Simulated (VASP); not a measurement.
**Na3F2: single point with PBE**

The system is Na3F2.

```xyz
5
Lattice="3.8127 0.0000 0.0000 -1.9063 3.3019 0.0000 0.0000 0.0000 9.6470" Properties=species:S:1:pos:R:3 pbc="T T T"
Na    0.0000    0.0000    0.0000
Na    0.0000    2.2013    5.9817
Na    1.9063    1.1006    3.6654
F     0.0000    2.2013    3.6269
F     1.9063    1.1006    6.0202
```

| Quantity | Value |
| --- | --- |
| Program | VASP 6.6.1 |
| Task | single point |
| Functional | PBE |
| Potentials or basis | VASP PAW PBE potentials, release 64 (Na_pv, F) |
| Cutoff | 520 eV |
| k mesh | 6 × 6 × 4 |
| Occupations | gaussian, width 0.1 eV |
| Spin | no spin polarisation |

- Pressure: 0.0 GPa
- Largest force: 0.006 eV/Å
- Band gap on the k mesh: zero (an odd number of electrons rules out a gap without spin polarisation)

Forces on the atoms (eV/Å):
```
Na   0.000  0.000  0.000
Na   0.000  0.000  0.006
Na   0.000  0.000 -0.006
F    0.000  0.000 -0.003
F    0.000  0.000  0.003
```

Levels at points of the mesh, in eV from the Fermi level:
| k point | band 15 | band 16 | band 17 | band 18 | band 19 | band 20 | band 21 | band 22 |
| --- | --- | --- | --- | --- | --- | --- | --- | --- |
| (0.00, 0.00, 0.00) | -4.04 | -4.04 | -4.00 | -1.64 | 1.28 | 2.46 | 6.36 | 6.68 |
| (0.50, 0.00, 0.00) | -4.08 | -4.00 | -3.98 | 1.57 | 2.01 | 4.28 | 4.49 | 5.59 |
| (0.00, 0.00, 0.50) | -4.04 | -4.04 | -4.04 | -1.53 | 0.80 | 3.93 | 4.04 | 9.50 |
| (0.50, 0.00, 0.50) | -4.08 | -4.00 | -3.98 | 1.58 | 2.01 | 4.19 | 4.38 | 6.08 |

Run time: 52 s on 1 thread of AMD EPYC 7R13 Processor (Zen 3), with other jobs on the host, peak memory 0.22 GiB.

Caveat: an odd number of electrons without spin polarisation forces a metal; a magnetic or distorted state may lie lower.
